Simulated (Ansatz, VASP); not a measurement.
# NiO: VASP beside Ansatz

File INCAR:

```
ALGO     = Normal         # electronic algorithm
EDIFF    = 1E-6           # SCF threshold, eV
ENCUT    = 520            # plane-wave cutoff, eV
GGA      = PE             # functional
ISIF     = 2              # what is computed and relaxed
ISMEAR   = 0              # smearing method
ISPIN    = 2              # spin polarisation
LASPH    = T              # aspherical terms in the spheres
LCHARG   = T              # write CHGCAR
LELF     = T              # ELF
LMAXMIX  = 4              # l up to which the mixer works
LORBIT   = 11             # projections on sites
LREAL    = F              # projectors in reciprocal space
LVHAR    = T            
LWAVE    = F              # write WAVECAR
MAGMOM   = 2 2 0 0        # initial moments
NBANDS   = 28             # bands
NELM     = 150            # most SCF steps
PREC     = Accurate       # precision mode
SIGMA    = 0.05           # smearing width, eV
```

Contents of KPOINTS:

```
k-points
0
Gamma
  14 14 14
```

POSCAR

```
NiO
1.0
    0.0000000000      2.1084194085      2.1084194085
    2.1084194085      0.0000000000      2.1084194085
    4.2168388170      2.1084194085     -2.1084194085
Ni O
2 2
Direct
    0.0000000000      0.0000000000      0.0000000000
    0.5000000000      0.0000000000      0.5000000000
    0.7500000000      0.5000000000      0.2500000000
    1.2500000000      0.5000000000      0.7500000000
```

Input for Ansatz:

```yaml
crystal:
  lattice:
    - [0.0, 2.1084194085, 2.1084194085]
    - [2.1084194085, 0.0, 2.1084194085]
    - [4.216838817, 2.1084194085, -2.1084194085]
  atoms:
    - { symbol: Ni, position: [0.0, 0.0, 0.0], spin: 2.0 }
    - { symbol: O, position: [0.75, 0.5, 0.25] }
    - { symbol: Ni, position: [0.5, 0.0, 0.5], spin: 2.0 }
    - { symbol: O, position: [1.25, 0.5, 0.75] }
basis:
  ecutwfc: 420
  ecutrho_ratio: 4
kpoints:
  mp_grid: { grid: [14, 14, 14] }
hamiltonian:
  xc: pbe
scf:
  occupations: { method: gaussian, width: 0.05 }
  lower_state_search: "off"
output:
  forces: true
  stress: true
  eigenvalues: true
  populations: true
magnetization:
  spin_polarized: true
```

Alike in both runs: task single point; functional PBE; k mesh 14 × 14 × 14; occupations gaussian, width 0.05 eV; collinear spin.

|  | VASP | Ansatz |
| --- | --- | --- |
| version | VASP 6.6.1 | Ansatz 0.2.0 |
| potentials or method | VASP PAW PBE potentials, release 64 (Ni, O), cutoff 520 eV | scalar-relativistic, plane waves, PAW |
| valence electrons in the cell | 32 | 48 |

Ansatz gave:

* gap on the k mesh at the Fermi level (eV): none
* pressure (GPa): 0.0
* net moment per atom (μB): 0.91
* size of the moment on the site where the two differ most (μB): 0.30

Which values does VASP return?

gap on the k mesh at the Fermi level (eV): none; pressure (GPa): -0.7; net moment per atom (μB): 0.88; size of the moment on the site where the two differ most (μB): 0.27.

Site moments also hang on the region over which each program counts them. A gap of «none» marks a metal or a gap that the smearing closes. With one functional, cell and mesh, what is left measures potentials, basis and numerics. VASP's potentials hold 32 valence electrons a cell and Ansatz's 48, so a difference there can come from the potentials and not from the codes.
